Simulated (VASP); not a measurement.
Here is a VASP 6.6.1 calculation.

Contents of INCAR:

```
SYSTEM = Ni
ALGO = Normal
EDIFF = 1E-6
ENCUT = 520
GGA = RP
ISIF = 2
ISMEAR = -1
ISPIN = 2
LASPH = .TRUE.
LCHARG = .FALSE.
LMAXMIX = 4
LORBIT = 11
LREAL = .FALSE.
LWAVE = .FALSE.
MAGMOM = 0.661
NBANDS = 15
NELM = 150
PREC = Accurate
SIGMA = 0.05
```

KPOINTS

```
k-points
0
G
  15 15 15
  0 0 0
```

File POSCAR:

```
Ni
1.0
    2.3232561712      0.0000000000      0.0000000000
    0.0000000000      2.3232561712      0.0000000000
    0.0000000000      0.0000000000      2.3232561712
Ni
1
Direct
    0.0000000000      0.0000000000      0.0000000000
```

Potentials or basis: VASP PAW PBE potentials, release 64 (Ni).

Run with:

```bash
$ cat potpaw_PBE.64/Ni/POTCAR > POTCAR
$ mpirun -np 1 vasp_std > vasp.out
```

Task: Estimate the pressure.

Result: 5.6 GPa.

Task: Predict the net moment.

Result: 0.52 μB per cell.

Caveat: the PAW data sets were made with another functional, which shifts forces and pressure a little.
